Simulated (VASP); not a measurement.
# Cu (P2/m) in VASP: a series of runs

The runs below take Cu through single point, with PBE+D3(BJ).

Everything below comes from runs of VASP 6.6.1. Logs are shortened: lines on timing, memory, paths and dates and some standing lists are left out, and cuts for length are marked.

## 1. The cell of the first run

It takes space group P2/m (No. 10, monoclinic). The conventional cell has a = 11.747 Å, b = 2.292 Å, c = 21.752 Å, α = 90.00°, β = 100.11°, γ = 90.00°. Within 3.0 Å of Cu (site symmetry 2/m) lie 2 Cu at 2.29 Å.

## 2. Single point, PBE+D3(BJ) (layers slid over each other)

Contents of INCAR:

```
SYSTEM = Cu
PREC = Accurate
ENCUT = 520
EDIFF = 1E-7
ISMEAR = 0
SIGMA = 0.15
LREAL = .False.
LASPH = .True.
NELM = 60
ALGO = Fast
ISIF = 2
LWAVE = .False.
LCHARG = .True.
GGA = PE
IVDW = 12
LELF = .True.
LVHAR = .True.
NBANDS = 12
```

Contents of KPOINTS:

```
Automatic mesh
0
Gamma
  25 3 6
  0 0 0
```

Contents of POSCAR:

```
Cu
1.0
    0.0000000000     -2.2922571009      0.0000000000
   -6.9738504666      0.0000000000    -21.7433430167
    9.2443379374      0.0000000000     -7.2477790801
Cu
1
Direct
    0.5000000000      0.3333333333      0.5000000000
```

Potentials or basis: VASP PAW PBE potentials, release 64 (Cu).

The run is started by

```sh
> cat potpaw_PBE.64/Cu/POTCAR > POTCAR
> mpirun -np 1 vasp_std > vasp.out
```

OUTCAR:

```text
SYSTEM = Cu
   PREC = Accurate
   ENCUT = 520
   EDIFF = 1E-7
   ISMEAR = 0
   LREAL = .False.
   LASPH = .True.
   NELM = 60
   ISIF = 2
   GGA = PE
   IVDW = 12
 IVDW          = 12

 ion  position               nearest neighbor table
   1  0.500  0.333  0.500-

  LATTYP: Found a simple monoclinic cell.
 ALAT       =    11.7468329985
 B/A-ratio  =     0.1951383067
 C/A-ratio  =     1.8517360889
 COS(beta)  =    -0.1755878410

  Lattice vectors:

 A1 = (   9.2443379374,   0.0000000000,  -7.2477790801)
 A2 = (   0.0000000000,  -2.2922571009,   0.0000000000)
 A3 = ( -16.2181884040,   0.0000000000, -14.4955639366)

Analysis of symmetry for initial positions (statically):
=====================================================================
 Subroutine PRICEL returns:
 Original cell was already a primitive cell.

 Routine SETGRP: Setting up the symmetry group for a
 simple monoclinic supercell.

 Subroutine GETGRP returns: Found  4 space group operations
 (whereof  2 operations were pure point group operations)
 out of a pool of  4 trial point group operations.

The static configuration has the point symmetry C_1h.
 The point group associated with its full space group is C_2h.

Analysis of symmetry for dynamics (positions and initial velocities):
=====================================================================
 Subroutine PRICEL returns:
 Original cell was already a primitive cell.

 Routine SETGRP: Setting up the symmetry group for a
 simple monoclinic supercell.

 Subroutine GETGRP returns: Found  4 space group operations
 (whereof  2 operations were pure point group operations)
 out of a pool of  4 trial point group operations.

The dynamic configuration has the point symmetry C_1h.
 The point group associated with its full space group is C_2h.

 Subroutine INISYM returns: Found  4 space group operations
 (whereof  2 operations are pure point group operations),
 and found     1 'primitive' translations

----------------------------------------------------------------------------------------

                                     Primitive cell

  volume of cell :     576.6121

  direct lattice vectors                    reciprocal lattice vectors
     0.000000000 -2.292257101  0.000000000     0.000000000 -0.436251239  0.000000000
    -6.973850467  0.000000000-21.743343017    -0.028812738  0.000000000 -0.036749835
     9.244337937  0.000000000 -7.247779080     0.086438237  0.000000000 -0.027723765

  length of vectors
[... 90 lines left out ...]
   PSTRESS=    0.0 pullay stress
   NELECT =      11.0000    total number of electrons
   NUPDOWN=      -1.0000    fix difference up-down
   EMIN   =  10.00;   EMAX   =-10.00  energy-range for DOS
   EFERMI =   0.00;   METHOD = LEGACY
   ISMEAR =     0;   SIGMA  =   0.15  broadening in eV -4-tet -1-fermi 0-gaus
   EFERMI_NEDOS =   21; number of points for ismear=-14 and -15
   IALGO  =     68    algorithm
   IMIX   =      4    mixing-type and parameters
     AMIX     =   0.40;   BMIX     =  1.00
     AMIX_MAG =   1.60;   BMIX_MAG =  1.00
  volume/ion in A,a.u.               =     576.61      3891.17
  Fermi-wavevector in a.u.,A,eV,Ry     =   0.437433  0.826628  2.603438  0.191347
  Thomas-Fermi vector in A             =   1.410293
   LORBIT       =      0    0 simple, 1 ext, 2 COOP (PROOUT), +10 PAW based schemes
   GGA     = PE    functional components
   LHFCALC =     F    Hartree Fock is set to
   AEXX    =    0.0000 exact exchange contribution
   IVDW    =    12    specifies the selected vdW correction
   LEPSILON=     F    determine dielectric tensor
   LRPA    =     F    only Hartree local field effects (RPA)
 non-spin polarized calculation
 RMM-DIIS sequential band-by-band and
 Gauss-broadening in eV      SIGMA  =   0.15
  energy-cutoff  :      520.00
  volume of cell :      576.61
 maximum number of plane-waves:     15592
 NGX is ok and might be reduce to    18
   NGX =  9   NGY = 85   NGZ = 43

 number of electron      10.9999990 magnetization

 Free energy of the ion-electron system (eV)
  ---------------------------------------------------
  ext. energy  EPLUGINS =         0.00000000
  ---------------------------------------------------
  free energy    TOTEN  =        -1.75875242 eV

  energy without entropy =       -1.74344730  energy(sigma->0) =       -1.75109986

 E-fermi :  -4.9229     XC(G=0):  -0.7564

 val. band max:       -5.0337307677   @ k =   0.0000  -0.3333   0.3333
 cond. band min:      -4.8012761541   @ k =   0.2800   0.3333   0.0000
 fundamental gap:      0.2324546136
 Fermi energy:        -4.9229406700

 k-point     1 :       0.0000    0.0000    0.0000
  band No.  band energies     occupation
      1      -8.2756      2.00000
      2      -6.0296      2.00000
      3      -5.8279      2.00000
      4      -5.8279      2.00000
      5      -5.0337      1.70379
      6      -5.0337      1.70377
      7      -2.0403      0.00000
      8      -2.0331      0.00000
      9      -0.0087      0.00000
     10       0.4259      0.00000
     11       0.5200      0.00000
     12       0.9250      0.00000
[... 331 lines left out ...]
 k-point    24 :       0.4000    0.3333    0.0000
  band No.  band energies     occupation
      1      -6.5727      2.00000
      2      -6.5727      2.00000
      3      -5.4864      2.00000
      4      -5.4864      2.00000
      5      -5.2627      1.99864
      6      -2.5581      0.00000
      7       2.9688      0.00000
      8       2.9820      0.00000
      9       4.0150      0.00000
     10       4.7485      0.00000
     11       4.9112      0.00000
     12       5.2531      0.00000

 [... further k-points ...]

------------------------ aborting loop because EDIFF is reached ----------------------------------------

 Edisp (eV)   -0.04113

 E8    (eV) :    -0.0193

  FORCE on cell =-STRESS in cart. coord.  units (eV):
  Direction    XX          YY          ZZ          XY          YZ          ZX
  --------------------------------------------------------------------------------------
  -------------------------------------------------------------------------------------
  Total      -0.00781     0.09741    -0.00913     0.00000     0.00000     0.00024
  in kB      -0.02171     0.27068    -0.02537     0.00000     0.00000     0.00068
  external pressure =        0.07 kB  Pullay stress =        0.00 kB

 VOLUME and BASIS-vectors are now :
 -----------------------------------------------------------------------------
  energy-cutoff  :      520.00
  volume of cell :      576.61
      direct lattice vectors                 reciprocal lattice vectors
     0.000000000 -2.292257101  0.000000000     0.000000000 -0.436251239  0.000000000
    -6.973850467  0.000000000-21.743343017    -0.028812738  0.000000000 -0.036749835
     9.244337937  0.000000000 -7.247779080     0.086438237  0.000000000 -0.027723765

 POSITION                                       TOTAL-FORCE (eV/Angst)
 -----------------------------------------------------------------------------------
      2.29755     -1.14613    -10.87167        -0.000000      0.000000     -0.000000
 -----------------------------------------------------------------------------------
    total drift:                               -0.000000     -0.000000     -0.000000

  FREE ENERGIE OF THE ION-ELECTRON SYSTEM (eV)
  ---------------------------------------------------
  free  energy   TOTEN  =        -1.7998786541 eV

  energy  without entropy=       -1.7845735375  energy(sigma->0) =       -1.79222610
```

OSZICAR:

```text
N       E                     dE             d eps       ncg     rms          rms(c)
DAV:   1     0.643576816927E+02    0.64358E+02   -0.27996E+03  3120   0.546E+02
DAV:   2     0.635621238851E+00   -0.63722E+02   -0.46779E+02  3856   0.125E+02
DAV:   3    -0.184033472076E+01   -0.24760E+01   -0.23436E+01  4452   0.255E+01
[... 15 lines left out ...]
RMM:  19    -0.175874739704E+01   -0.45002E-05   -0.10563E-06  4293   0.169E-02    0.157E-03
RMM:  20    -0.175875112282E+01   -0.37258E-05   -0.49454E-07  4167   0.679E-03    0.310E-04
RMM:  21    -0.175875191963E+01   -0.79681E-06   -0.14890E-07  3688   0.436E-03    0.123E-03
RMM:  22    -0.175875234477E+01   -0.42514E-06   -0.26514E-07  4039   0.906E-03    0.116E-03
RMM:  23    -0.175875241713E+01   -0.72365E-07   -0.50171E-08  3443   0.401E-03
   1 F= -.17998787E+01 E0= -.17922261E+01  d E =-.153051E-01
```

stdout:

```text
POSCAR found type information on POSCAR Cu
 POSCAR found :  1 types and       1 ions
 scaLAPACK will be used
 LDA part: xc-table for (Slater+PW92), standard interpolation
 POSCAR, INCAR and KPOINTS ok, starting setup
 FFT: planning ... GRIDC
 FFT: planning ... GRID_SOFT
 FFT: planning ... GRID
 WAVECAR not read
 entering main loop
```

It took 54 min on 1 thread of Intel Xeon Platinum 8488C (Sapphire Rapids), shared host; peak memory 1.3 GiB.

What came out:

```
Free energy                : -1.7999 eV
Pressure                   : 0.0 GPa
Band gap on the k mesh     : zero (an odd number of electrons rules out a gap without spin polarisation)
Dispersion energy per atom : -0.041 eV
```

Caveat: the cell differs from its parent crystal (layers slid over each other).

## 3. Single point, PBE+D3(BJ) (layers slid over each other)

Contents of INCAR:

```
SYSTEM = Cu
PREC = Accurate ; ENCUT = 520
EDIFF = 1E-6 ; ISMEAR = 0
SIGMA = 0.15 ; LREAL = .FALSE.
LASPH = .TRUE. ; NELM = 60
ALGO = Fast ; ISIF = 2
LWAVE = .FALSE. ; LCHARG = .FALSE.
GGA = PE ; IVDW = 12
NBANDS = 12
```

Contents of KPOINTS:

```
Automatic mesh
0
G
  25 3 6
  0 0 0
```

Contents of POSCAR:

```
Cu
1.0
    0.0000000000     -2.2922571009      0.0000000000
   -6.9738504666      0.0000000000    -21.7433430167
    6.9197211152      0.0000000000    -14.4955600856
Cu
1
Direct
    0.5000000000      0.1666666667      0.5000000000
```

Potentials or basis: VASP PAW PBE potentials, release 64 (Cu).

The run is started by

```sh
> cat potpaw_PBE.64/Cu/POTCAR > POTCAR
> mpirun -np 1 vasp_std > vasp.out
```

Wall time 50 min (1 thread of Intel Xeon Platinum 8488C (Sapphire Rapids), shared host); peak memory 1.4 GiB.

The run converged. Its results:

```yaml
Free_energy: -1.7998 eV
Pressure: 0.0 GPa
Band_gap_on_the_k_mesh: zero (an odd number of electrons rules out a gap without spin polarisation)
Dispersion_energy_per_atom: -0.041 eV
```

Levels at points of the mesh, in eV from the Fermi level:
| k point | band 3 | band 4 | band 5 | band 6 | band 7 | band 8 | band 9 | band 10 |
| --- | --- | --- | --- | --- | --- | --- | --- | --- |
| (0.00, 0.00, 0.00) | -0.90 | -0.90 | -0.11 | -0.11 | 2.88 | 2.88 | 4.94 | 5.52 |
| (0.00, 0.00, 0.50) | -0.90 | -0.90 | -0.11 | -0.11 | 2.88 | 2.88 | 5.15 | 5.36 |

Caveat: the cell differs from its parent crystal (layers slid over each other).

## 4. Single point, PBE+D3(BJ) (layers slid over each other)

INCAR: that of step 3 with these lines changed.

```diff
@@ -2,3 +2,3 @@
 PREC = Accurate ; ENCUT = 520
-EDIFF = 1E-6 ; ISMEAR = 0
+EDIFF = 1E-7 ; ISMEAR = 0
 SIGMA = 0.15 ; LREAL = .FALSE.
```

KPOINTS is that of step 3.

Contents of POSCAR:

```
Cu
1.0
    0.0000000000     -2.2922571009      0.0000000000
   -6.9738504666      0.0000000000    -21.7433430167
   10.4066463485      0.0000000000     -3.6238885773
Cu
1
Direct
    0.5000000000      0.4166666667      0.5000000000
```

The run is started by

```sh
> cat potpaw_PBE.64/Cu/POTCAR > POTCAR
> mpirun -np 1 vasp_std > vasp.out
```

It took 57 min on 1 thread of Intel Xeon 8259CL, shared host; peak memory 1.2 GiB.

Results (log left out):

```
Free energy                : -1.8000 eV
Pressure                   : 0.0 GPa
Band gap on the k mesh     : zero (an odd number of electrons rules out a gap without spin polarisation)
Dispersion energy per atom : -0.041 eV
```

Levels at points of the mesh, in eV from the Fermi level:
```tsv
k point	band 2	band 3	band 4	band 5	band 6	band 7	band 8	band 9	band 10	band 11
(0.00, 0.00, 0.00)	-1.11	-0.90	-0.90	-0.11	-0.11	2.88	2.90	4.90	5.32	5.40
(0.00, 0.00, 0.50)	-1.11	-0.90	-0.90	-0.11	-0.11	2.87	2.88	5.25	5.42	5.51
```

Caveat: the cell differs from its parent crystal (layers slid over each other).

## 5. Single point, PBE+D3(BJ) (layers slid over each other)

Contents of INCAR:

```
SYSTEM = Cu
  PREC = Accurate
  ENCUT = 520
  EDIFF = 1E-7
  ISMEAR = 0
  SIGMA = 0.15
  LREAL = .False.
  LASPH = .True.
  NELM = 60
  ALGO = Fast
  ISIF = 2
  LWAVE = .False.
  LCHARG = .False.
  GGA = PE
  IVDW = 12
  NBANDS = 12
```

Contents of KPOINTS:

```
regular mesh
0
Gamma
  25 3 6
  0 0 0
```

Contents of POSCAR:

```
Cu
1.0
    0.0000000000     -2.2922571009      0.0000000000
   -6.9738504666      0.0000000000    -21.7433430167
    8.0820295263      0.0000000000    -10.8716695828
Cu
1
Direct
    0.5000000000      0.2500000000      0.5000000000
```

The run is started by

```sh
> cat potpaw_PBE.64/Cu/POTCAR > POTCAR
> mpirun -np 1 vasp_std > vasp.out
```

It took 65 min on 1 thread of Intel Xeon 8259CL, shared host; peak memory 1.4 GiB.

It converged, with:

| Property | Result |
| --- | --- |
| Free energy | -1.7998 eV |
| Pressure | 0.0 GPa |
| Band gap on the k mesh | zero (an odd number of electrons rules out a gap without spin polarisation) |
| Dispersion energy per atom | -0.041 eV |

Levels at points of the mesh, in eV from the Fermi level:
| k point | band 2 | band 3 | band 4 | band 5 | band 6 | band 7 | band 8 | band 9 | band 10 | band 11 |
| --- | --- | --- | --- | --- | --- | --- | --- | --- | --- | --- |
| (0.00, 0.00, 0.00) | -1.11 | -0.90 | -0.90 | -0.11 | -0.11 | 2.88 | 2.88 | 4.94 | 5.45 | 5.55 |
| (0.00, 0.00, 0.50) | -1.11 | -0.90 | -0.90 | -0.11 | -0.11 | 2.88 | 2.88 | 5.17 | 5.38 | 5.41 |

Caveat: the cell differs from its parent crystal (layers slid over each other).

## 6. Overview

| cell | further INCAR settings | gap on the mesh (eV) | pressure (GPa) |
| --- | --- | --- | --- |
| a = 2.292, b = 22.834, c = 11.747 Å, angles 69.7, 90.0, 90.0°, 1 atom | ALGO = Fast; EDIFF = 1e-07; NBANDS = 12 | none | 0.0 |
| a = 2.292, b = 22.834, c = 16.062 Å, angles 43.3, 90.0, 90.0°, 1 atom | ALGO = Fast; EDIFF = 1e-06; NBANDS = 12 | none | 0.0 |
| a = 2.292, b = 22.834, c = 11.020 Å, angles 88.6, 90.0, 90.0°, 1 atom | ALGO = Fast; EDIFF = 1e-07; NBANDS = 12 | none | 0.0 |
| a = 2.292, b = 22.834, c = 13.547 Å, angles 54.4, 90.0, 90.0°, 1 atom | ALGO = Fast; EDIFF = 1e-07; NBANDS = 12 | none | 0.0 |

Alike in all rows: task single point; level PBE+D3(BJ); potentials or basis VASP PAW PBE potentials, release 64 (Cu); no spin polarisation; k mesh 25 × 3 × 6; cutoff (eV) 520; smearing gaussian 0.15 eV.

Absolute energies hang on the potentials; compare differences alone.
